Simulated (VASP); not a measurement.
# Cu in VASP: further runs

Runs on Cu. Level: PBEsol. Tasks: single point.

All numbers are computed with VASP 6.6.1; they aren't measurements. Logs are shortened: lines on timing, memory, paths and dates and some standing lists are left out, and cuts for length are marked.

## (1) The cell of the first run

The cell holds a slab with vacuum, 6 atoms: a = 2.504 Å, b = 2.504 Å, c = 24.576 Å, α = 90.00°, β = 90.00°, γ = 120.00°.

## (2) Single point, PBEsol

Input file INCAR:

```
PREC = Accurate
ENCUT = 520
EDIFF = 1E-6
ISMEAR = -1
SIGMA = 0.1
LREAL = F
LASPH = T
NELM = 60
ALGO = Normal
ISIF = 2
LWAVE = F
LCHARG = T
GGA = PS
LELF = T
LVHAR = T
NBANDS = 42
```

Input file KPOINTS:

```
regular mesh
0
Gamma
  12 12 1
```

Input file POSCAR:

```
Cu
1.0
    2.5036580000      0.0000000000      0.0000000000
   -1.2518290000      2.1682320000      0.0000000000
    0.0000000000      0.0000000000     24.5755890000
Cu
6
Direct
    0.0000000000      0.0000000000      0.3737640000
    0.6666666667      0.3333333333      0.2896140000
    0.3433187227      0.6666666667      0.4579910000
    0.0000000000      0.0000000000      0.6262360000
    0.6666666667      0.3333333333      0.5420090000
    0.3333333333      0.6666666667      0.7103860000
```

Potentials or basis: VASP PAW PBE potentials, release 64 (Cu).

The run is started by

```console
> cat potpaw_PBE.64/Cu/POTCAR > POTCAR
> mpirun -np 1 vasp_std > vasp.out
```

OUTCAR:

```text
PREC = Accurate
   ENCUT = 520
   EDIFF = 1E-6
   ISMEAR = -1
   LREAL = F
   LASPH = T
   NELM = 60
   ISIF = 2
   GGA = PS

 ion  position               nearest neighbor table
   1  0.000  0.000  0.374-   3 2.51   2 2.52   2 2.52   2 2.52   3 2.52   3 2.54
   2  0.667  0.333  0.290-   1 2.52   1 2.52   1 2.52
   3  0.343  0.667  0.458-   5 2.51   1 2.51   5 2.52   1 2.52   5 2.53   1 2.54
   4  0.000  0.000  0.626-   6 2.52   6 2.52   6 2.52   5 2.52   5 2.52   5 2.52
   5  0.667  0.333  0.542-   3 2.51   3 2.52   4 2.52   4 2.52   4 2.52   3 2.53
   6  0.333  0.667  0.710-   4 2.52   4 2.52   4 2.52

  LATTYP: Found a hexagonal cell.
 ALAT       =     2.5036580000
 C/A-ratio  =     9.8158730146

  Lattice vectors:

 A1 = (   2.5036580000,   0.0000000000,   0.0000000000)
 A2 = (  -1.2518290000,   2.1682320000,   0.0000000000)
 A3 = (   0.0000000000,   0.0000000000,  24.5755890000)

Analysis of symmetry for initial positions (statically):
=====================================================================
 Subroutine PRICEL returns:
 Original cell was already a primitive cell.

 Routine SETGRP: Setting up the symmetry group for a
 hexagonal supercell.

 Subroutine GETGRP returns: Found  1 space group operations
 (whereof  1 operations were pure point group operations)
 out of a pool of 24 trial point group operations.

The static configuration has the point symmetry C_1 .

Analysis of symmetry for dynamics (positions and initial velocities):
=====================================================================
 Subroutine PRICEL returns:
 Original cell was already a primitive cell.

 Routine SETGRP: Setting up the symmetry group for a
 hexagonal supercell.

 Subroutine GETGRP returns: Found  1 space group operations
 (whereof  1 operations were pure point group operations)
 out of a pool of 24 trial point group operations.

The dynamic configuration has the point symmetry C_1 .

 Subroutine INISYM returns: Found  1 space group operations
 (whereof  1 operations are pure point group operations),
 and found     1 'primitive' translations

----------------------------------------------------------------------------------------

                                     Primitive cell

  volume of cell :     133.4089

  direct lattice vectors                    reciprocal lattice vectors
     2.503658000  0.000000000  0.000000000     0.399415575  0.230602629  0.000000000
    -1.251829000  2.168232000  0.000000000     0.000000000  0.461205258  0.000000000
     0.000000000  0.000000000 24.575589000     0.000000000  0.000000000  0.040690785

  length of vectors
     2.503658000  2.503658493 24.575589000     0.461205349  0.461205258  0.040690785

  position of ions in fractional coordinates (direct lattice)
     0.000000000  0.000000000  0.373764000
     0.666666667  0.333333333  0.289614000
     0.343318723  0.666666667  0.457991000
     0.000000000  0.000000000  0.626236000
     0.666666667  0.333333333  0.542009000
     0.333333333  0.666666667  0.710386000

  ion indices of the primitive-cell ions
   primitive index   ion index
                 1           1
                 2           2
                 3           3
                 4           4
                 5           5
                 6           6

----------------------------------------------------------------------------------------

 KPOINTS: regular mesh

Automatic generation of k-mesh.
 Grid dimensions read from file:
 generate k-points for:   12   12    1

 Generating k-lattice:

  Cartesian coordinates                     Fractional coordinates (reciprocal lattice)
     0.033284631  0.019216886  0.000000000     0.083333333  0.000000000  0.000000000
     0.000000000  0.038433772  0.000000000     0.000000000  0.083333333  0.000000000
     0.000000000  0.000000000  0.040690785     0.000000000  0.000000000  1.000000000

  Length of vectors
     0.038433779  0.038433772  0.040690785

  Shift w.r.t. Gamma in fractional coordinates (k-lattice)
     0.000000000  0.000000000  0.000000000

 Subroutine IBZKPT returns following result:
 ===========================================

 Found     74 irreducible k-points:

 Following reciprocal coordinates:
            Coordinates               Weight
  0.000000  0.000000  0.000000      1.000000
  0.083333 -0.000000  0.000000      2.000000
  0.000000  0.083333  0.000000      2.000000
 -0.083333  0.083333  0.000000      2.000000
  0.166667  0.000000  0.000000      2.000000
  0.000000  0.166667  0.000000      2.000000
[... 16 lines left out ...]
  0.166667  0.083333  0.000000      2.000000
 -0.083333  0.250000  0.000000      2.000000
 [... further k-points ...]
   k-points           NKPTS =     74   k-points in BZ     NKDIM =     74   number of bands    NBANDS=     42
   number of dos      NEDOS =    301   number of ions     NIONS =      6
   total plane-waves  NPLWV =  76800
   dimension x,y,z NGX =    20 NGY =   20 NGZ =  192
   dimension x,y,z NGXF=    40 NGYF=   40 NGZF=  384
   ions per type =               6
   NGX,Y,Z   is equivalent  to a cutoff of  13.28, 13.28, 12.99 a.u.
   NGXF,Y,Z  is equivalent  to a cutoff of  26.56, 26.56, 25.98 a.u.
 SYSTEM =  unknown system
   PREC   = accura    normal or accurate (medium, high low for compatibility)
   ISTART =      0    job   : 0-new  1-cont  2-samecut
   ICHARG =      2    charge: 1-file 2-atom 10-const
   ISPIN  =      1    spin polarized calculation?
   LNONCOLLINEAR =      F non collinear calculations
   LSORBIT =      F    spin-orbit coupling
   LASPH  =      T    aspherical Exc in radial PAW
   ENCUT  =  520.0 eV  38.22 Ry    6.18 a.u.   4.66  4.66 45.69*2*pi/ulx,y,z
   NELM   =     60;   NELMIN=  2; NELMDL= -5     # of ELM steps
   EDIFF  = 0.1E-05   stopping-criterion for ELM
   LREAL  =      F    real-space projection
   EDIFFG = 0.1E-04   stopping-criterion for IOM
   NSW    =      0    number of steps for IOM
   IBRION =     -1    ionic relax: 0-MD 1-quasi-New 2-CG
   NFREE  =      0    steps in history (QN), initial steepest desc. (CG)
   ISIF   =      2    stress and relaxation
   ISYM   =      2    0-nonsym 1-usesym 2-fastsym
   POTIM  = 0.5000    time-step for ionic-motion
   TEBEG  =    0.0;   TEEND  =   0.0 temperature during run
   PSTRESS=    0.0 pullay stress
   NELECT =      66.0000    total number of electrons
   NUPDOWN=      -1.0000    fix difference up-down
   EMIN   =  10.00;   EMAX   =-10.00  energy-range for DOS
   EFERMI =   0.00;   METHOD = LEGACY
   ISMEAR =    -1;   SIGMA  =   0.10  broadening in eV -4-tet -1-fermi 0-gaus
   EFERMI_NEDOS =   21; number of points for ismear=-14 and -15
   IALGO  =     38    algorithm
   IMIX   =      4    mixing-type and parameters
     AMIX     =   0.40;   BMIX     =  1.00
     AMIX_MAG =   1.60;   BMIX_MAG =  1.00
  volume/ion in A,a.u.               =      22.23       150.05
  Fermi-wavevector in a.u.,A,eV,Ry     =   1.294776  2.446772 22.809411  1.676444
  Thomas-Fermi vector in A             =   2.426337
   LORBIT       =      0    0 simple, 1 ext, 2 COOP (PROOUT), +10 PAW based schemes
   GGA     = PS    functional components
   LHFCALC =     F    Hartree Fock is set to
   AEXX    =    0.0000 exact exchange contribution
   IVDW    =     0    specifies the selected vdW correction
   LEPSILON=     F    determine dielectric tensor
   LRPA    =     F    only Hartree local field effects (RPA)
 non-spin polarized calculation
  energy-cutoff  :      520.00
  volume of cell :      133.41
 maximum number of plane-waves:      3631
   NGX =  9   NGY =  9   NGZ = 91

 number of electron      66.0000024 magnetization

 Free energy of the ion-electron system (eV)
  ---------------------------------------------------
  ext. energy  EPLUGINS =         0.00000000
  ---------------------------------------------------
  free energy    TOTEN  =       -24.76423222 eV

  energy without entropy =      -24.68563507  energy(sigma->0) =      -24.72493365

 E-fermi :   1.6951     XC(G=0):  -7.4153

 val. band max:        1.5221698478   @ k =  -0.2500   0.2500   0.0000
 cond. band min:       1.7213246940   @ k =  -0.3333   0.5000   0.0000
 fundamental gap:      0.1991548462
 Fermi energy:         1.6950815789

 k-point     1 :       0.0000    0.0000    0.0000
  band No.  band energies     occupation
      1      -7.8857      2.00000
      2      -7.2403      2.00000
      3      -6.2225      2.00000
      4      -5.0239      2.00000
      5      -4.0943      2.00000
      6      -3.7690      2.00000
[... 34 lines left out ...]
     41       7.5276      0.00000
     42       9.5587      0.00000

 k-point     2 :       0.0833   -0.0000    0.0000
  band No.  band energies     occupation
      1      -7.6526      2.00000
      2      -7.0125      2.00000
      3      -6.0042      2.00000
      4      -4.8195      2.00000
      5      -3.9108      2.00000
      6      -3.6123      2.00000
[... 34 lines left out ...]
     41       7.7308      0.00000
     42       9.7724      0.00000

 k-point     3 :       0.0000    0.0833    0.0000
  band No.  band energies     occupation
      1      -7.6526      2.00000
      2      -7.0125      2.00000
      3      -6.0042      2.00000
      4      -4.8195      2.00000
      5      -3.9109      2.00000
      6      -3.6123      2.00000
[... 34 lines left out ...]
     41       7.7308      0.00000
     42       9.7724      0.00000

 k-point     4 :      -0.0833    0.0833    0.0000
  band No.  band energies     occupation
      1      -7.6526      2.00000
      2      -7.0126      2.00000
      3      -6.0042      2.00000
      4      -4.8194      2.00000
      5      -3.9109      2.00000
      6      -3.6123      2.00000
[... 844 lines left out ...]
     41       8.1384      0.00000
     42      10.1993      0.00000

 k-point    23 :       0.1667    0.0833    0.0000
  band No.  band energies     occupation
      1      -6.3200      2.00000
      2      -5.7291      2.00000
      3      -4.8182      2.00000
      4      -3.7901      2.00000
      5      -3.0462      2.00000
      6      -2.8680      2.00000
[... 34 lines left out ...]
     41       8.9566      0.00000
     42      11.0464      0.00000

 k-point    24 :      -0.0833    0.2500    0.0000
  band No.  band energies     occupation
      1      -6.3199      2.00000
      2      -5.7294      2.00000
      3      -4.8179      2.00000
      4      -3.7903      2.00000
      5      -3.0464      2.00000
      6      -2.8679      2.00000
[... 34 lines left out ...]
     41       8.9567      0.00000
     42      11.0462      0.00000

 [... further k-points ...]
[... 5 lines left out ...]
  --------------------------------------------------------------------------------------
  -------------------------------------------------------------------------------------
  Total       -0.1688225     -0.1689350     -0.5378796     -0.0108308     -0.0026436      0.0007953
  in kB       -2.0274788     -2.0288296     -6.4596796     -0.1300729     -0.0317486      0.0095506
  external PRESSURE =      -3.5053293 kB  Pullay stress =       0.0000000 kB

 VOLUME and BASIS-vectors are now :
 -----------------------------------------------------------------------------
  energy-cutoff  :      520.00
  volume of cell :      133.41
      direct lattice vectors                 reciprocal lattice vectors
     2.503658000  0.000000000  0.000000000     0.399415575  0.230602629  0.000000000
    -1.251829000  2.168232000  0.000000000     0.000000000  0.461205258  0.000000000
     0.000000000  0.000000000 24.575589000     0.000000000  0.000000000  0.040690785

 POSITION                                       TOTAL-FORCE (eV/Angst)
 -----------------------------------------------------------------------------------
      0.00000      0.00000      9.18547         0.021541      0.000557     -0.015266
      1.25183      0.72274      7.11743        -0.000599     -0.000071      0.063371
      0.02500      1.44549     11.25540        -0.041928      0.000359     -0.031710
      0.00000      0.00000     15.39012        -0.000590     -0.000082      0.014382
      1.25183      0.72274     13.32019         0.021563     -0.000692      0.032516
     -0.00000      1.44549     17.45815         0.000012     -0.000071     -0.063294
 -----------------------------------------------------------------------------------
    total drift:                                0.000206      0.000434     -0.000303

  FREE ENERGIE OF THE ION-ELECTRON SYSTEM (eV)
  ---------------------------------------------------
  free  energy   TOTEN  =       -24.7642322233 eV

  energy  without entropy=      -24.6856350734  energy(sigma->0) =      -24.72493365
```

Run time: 6.2 min. Hardware: 1 thread of Intel Xeon 6975P-C (Granite Rapids), shared host; peak memory 0.44 GiB.

What came out:

| Property | Result |
| --- | --- |
| Free energy | -24.7642 eV |
| Largest force | 0.063 eV/Å |
| Band gap on the k mesh | zero (bands 33 and 34 overlap by 5.23 eV) |

Forces on the atoms (eV/Å):
```
Cu   0.022  0.001 -0.015
Cu  -0.001  0.000  0.063
Cu  -0.042  0.000 -0.032
Cu  -0.001  0.000  0.014
Cu   0.022 -0.001  0.033
Cu   0.000  0.000 -0.063
```

Levels at points of the mesh, in eV from the Fermi level:
| k point | band 29 | band 30 | band 31 | band 32 | band 33 | band 34 | band 35 | band 36 | band 37 | band 38 |
| --- | --- | --- | --- | --- | --- | --- | --- | --- | --- | --- |
| (0.00, 0.00, 0.00) | -2.14 | -1.94 | -1.93 | -1.76 | -1.75 | -1.69 | -1.69 | -1.04 | -0.59 | 4.33 |
| (0.50, 0.00, 0.00) | -1.42 | -1.42 | -0.62 | 0.22 | 0.82 | 1.23 | 1.43 | 1.48 | 4.28 | 4.94 |
| (0.00, 0.50, 0.00) | -1.42 | -1.42 | -0.61 | 0.21 | 0.84 | 1.21 | 1.44 | 1.48 | 4.28 | 4.93 |
| (0.50, 0.50, 0.00) | -1.42 | -1.42 | -0.61 | 0.20 | 0.86 | 1.19 | 1.45 | 1.49 | 4.28 | 4.91 |

Caveat: the PAW data sets were made with another functional, which shifts forces and pressure a little.

## (3) Single point, PBEsol

Input file INCAR:

```
SYSTEM = Cu
ALGO     = Normal         ! electronic algorithm
EDIFF    = 1E-6           ! SCF threshold, eV
ENCUT    = 520            ! plane-wave cutoff, eV
GGA      = PS             ! functional
ISIF     = 2              ! what is computed and relaxed
ISMEAR   = -1             ! smearing method
LASPH    = .True.         ! aspherical terms in the spheres
LCHARG   = .False.        ! write CHGCAR
LREAL    = .False.        ! projectors in reciprocal space
LWAVE    = .False.        ! write WAVECAR
NBANDS   = 42             ! bands
NELM     = 60             ! most SCF steps
PREC     = Accurate       ! precision mode
SIGMA    = 0.1            ! smearing width, eV
```

Input file KPOINTS:

```
k-points
0
Gamma
  12 12 1
  0 0 0
```

POSCAR: that of step 2 with these lines changed.

```diff
@@ -10,3 +10,3 @@
     0.6666666667      0.3333333333      0.2896140000
-    0.3433187227      0.6666666667      0.4579910000
+    0.3533041121      0.6666666667      0.4579910000
     0.0000000000      0.0000000000      0.6262360000
```

Potentials or basis: VASP PAW PBE potentials, release 64 (Cu).

The run is started by

```console
> cat potpaw_PBE.64/Cu/POTCAR > POTCAR
> mpirun -np 1 vasp_std > vasp.out
```

Run time: 6 min. Hardware: 1 thread of Intel Xeon 6975P-C (Granite Rapids), shared host; peak memory 0.44 GiB.

Results (log left out):

- Free energy: -24.7627 eV
- Largest force: 0.090 eV/Å
- Band gap on the k mesh: zero (bands 33 and 34 overlap by 5.24 eV)

Forces on the atoms (eV/Å):
```
Cu   0.043  0.002 -0.019
Cu  -0.001  0.000  0.063
Cu  -0.084  0.000 -0.032
Cu  -0.001  0.000  0.015
Cu   0.043 -0.003  0.036
Cu   0.000  0.000 -0.063
```

Levels at points of the mesh, in eV from the Fermi level:
```tsv
k point	band 31	band 32	band 33	band 34	band 35	band 36
(0.00, 0.00, 0.00)	-1.93	-1.76	-1.75	-1.69	-1.69	-1.04
(0.50, 0.00, 0.00)	-0.62	0.22	0.80	1.26	1.42	1.49
(0.00, 0.50, 0.00)	-0.61	0.21	0.84	1.21	1.44	1.48
(0.50, 0.50, 0.00)	-0.61	0.19	0.87	1.16	1.45	1.50
```

Caveat: the PAW data sets were made with another functional, which shifts forces and pressure a little.
